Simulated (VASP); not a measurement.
A run of VASP 6.6.1 is set up as follows.

File INCAR:

```
PREC = Accurate ; ENCUT = 600
EDIFF = 1E-6 ; ISMEAR = -1
SIGMA = 0.02 ; LREAL = False
LASPH = True ; NELM = 80
ALGO = Normal ; ISIF = 3
LWAVE = False ; LCHARG = False
GGA = PE ; IBRION = 2
NSW = 80 ; EDIFFG = -0.005
```

File KPOINTS:

```
regular mesh
0
Gamma
  8 8 8
```

Contents of POSCAR:

```
AlBP2
1.0
   -2.3811657152      2.3811657152      4.7623314304
    2.3811657152     -2.3811657152      4.7623314304
    2.3811657152      2.3811657152     -4.7623314304
B P Al
2 4 2
Direct
    0.0000000000      0.0000000000      0.0000000000
    0.7500000000      0.2500000000      0.5000000000
    0.3750000000      0.3750000000      0.5000000000
    0.1250000000      0.6250000000      0.0000000000
    0.8750000000      0.8750000000      0.5000000000
    0.6250000000      0.1250000000      0.0000000000
    0.5000000000      0.5000000000      0.0000000000
    0.2500000000      0.7500000000      0.5000000000
```

Potentials or basis: VASP PAW PBE potentials, release 64 (B, P, Al).

The run is started by

```sh
$ cat potpaw_PBE.64/B/POTCAR potpaw_PBE.64/P/POTCAR potpaw_PBE.64/Al/POTCAR > POTCAR
$ mpirun -np 1 vasp_std > vasp.out
```

Estimate the space group after relaxing (to 0.1 Å).

I-42d (No. 122).

What does it give for the relaxed volume?

15.81 Å³/atom.

What does it give for the band gap on the k mesh?

0.87 eV.

Predict the relaxed cell.

a = 6.048 Å, b = 6.048 Å, c = 6.048 Å, α = 130.06°, β = 130.06°, γ = 73.31°.

Step by step:
| step | energy change (eV) | largest force (eV/Å) | pressure (GPa) | volume (Å³) |
| --- | --- | --- | --- | --- |
| 1 | 0.0000 | 6.5822 | 36.56 | 108.01 |
| 2 | -2.5447 | 0.6476 | -17.05 | 163.68 |
| 3 | -4.6774 | 1.1293 | -6.10 | 136.24 |
| 4 | -4.6880 | 1.2701 | -5.10 | 134.91 |
| 5 | -4.6883 | 1.3467 | -4.56 | 134.21 |
| 6 | -5.0897 | 0.5280 | -0.57 | 127.77 |
| 7 | -5.1328 | 0.1249 | 1.59 | 125.05 |
| 8 | -5.1556 | 0.1033 | -0.44 | 127.05 |
| 9 | -5.1556 | 0.0926 | -0.35 | 126.95 |
| 10 | -5.1601 | 0.0435 | -0.07 | 126.60 |
| 11 | -5.1607 | 0.0174 | 0.08 | 126.42 |
| 12 | -5.1607 | 0.0157 | 0.09 | 126.41 |
| 13 | -5.1608 | 0.0035 | -0.04 | 126.57 |
| 14 | -5.1608 | 0.0061 | -0.02 | 126.53 |
| 15 | -5.1608 | 0.0065 | -0.01 | 126.53 |
| 16 | -5.1608 | 0.0006 | 0.00 | 126.51 |

Caveat: the volume moved by over 15 % at a fixed basis, so the end points are rough. A k mesh can miss the band edges.
